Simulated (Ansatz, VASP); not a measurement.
**Co in VASP and in Ansatz**

The input INCAR:

```
SYSTEM = Co
PREC = Accurate ; ENCUT = 520
EDIFF = 1E-6 ; ISMEAR = -1
SIGMA = 0.05 ; LREAL = .FALSE.
LASPH = .TRUE. ; NELM = 150
ALGO = Normal ; ISIF = 2
LWAVE = .FALSE. ; LCHARG = .FALSE.
ISPIN = 2 ; MAGMOM = 2 2 2 2
LORBIT = 11 ; LMAXMIX = 4
GGA = PE ; IVDW = 13
NBANDS = 30
```

File KPOINTS:

```
regular mesh
0
G
  12 12 4
  0 0 0
```

The input POSCAR:

```
Co
1.0
    2.5190164704      0.0000000000      0.0000000000
   -1.2595082352      2.1815322559      0.0000000000
    0.0000000000      0.0000000000      8.2468668932
Co
4
Direct
    0.6666666667      0.3333333333      0.7500000000
    0.0000000000      0.0000000000      0.5000000000
    0.3333333333      0.6666666667      0.2500000000
    0.0000000000      0.0000000000      0.0000000000
```

The input input.yaml:

```yaml
crystal:
  lattice:
    - [2.5190164704, 0.0, 0.0]
    - [-1.2595082352, 2.1815322559, 0.0]
    - [0.0, 0.0, 8.2468668932]
  atoms:
    - { symbol: Co, position: [0.6666666667, 0.3333333333, 0.75], spin: 2.0 }
    - { symbol: Co, position: [0.0, 0.0, 0.5], spin: 2.0 }
    - { symbol: Co, position: [0.3333333333, 0.6666666667, 0.25], spin: 2.0 }
    - { symbol: Co, position: [0.0, 0.0, 0.0], spin: 2.0 }
hamiltonian:
  xc: pbe
  pseudopotentials: { kind: paw }
  dispersion: d4
magnetization:
  spin_polarized: true
kpoints:
  mp_grid: { grid: [12, 12, 4] }
scf:
  occupations: { method: fermi_dirac, width: 0.05 }
output:
  forces: true
  stress: true
  eigenvalues: true
```

Alike in both runs: task single point; functional PBE; dispersion D4; k mesh 12 × 12 × 4; occupations fermi-dirac, width 0.05 eV; collinear spin.

```csv
,VASP,Ansatz
version,VASP 6.6.1,Ansatz 0.2.0
potentials or method,"VASP PAW PBE potentials, release 64 (Co)",Ansatz PAW
plane-wave cutoff (eV),520,420
valence electrons in the cell,36,68
```

Ansatz gave:

* gap on the k mesh at the Fermi level (eV): none
* pressure (GPa): -12.6
* traceless stress, the component that is largest in VASP (GPa): -2.04
* net moment per atom (μB): 1.70
* size of the moment on the site where the two differ most (μB): 1.78

**Question.** Which values does VASP return?

**Answer.** gap on the k mesh at the Fermi level (eV): none; pressure (GPa): -13.2; traceless stress, the component that is largest in VASP (GPa): -2.05; net moment per atom (μB): 1.69; size of the moment on the site where the two differ most (μB): 1.72.

Site moments also hang on the region over which each program counts them. A gap of «none» marks a metal or a gap that the smearing closes. VASP's potentials hold 36 valence electrons a cell and Ansatz's 68, so a difference there can come from the potentials and not from the codes.
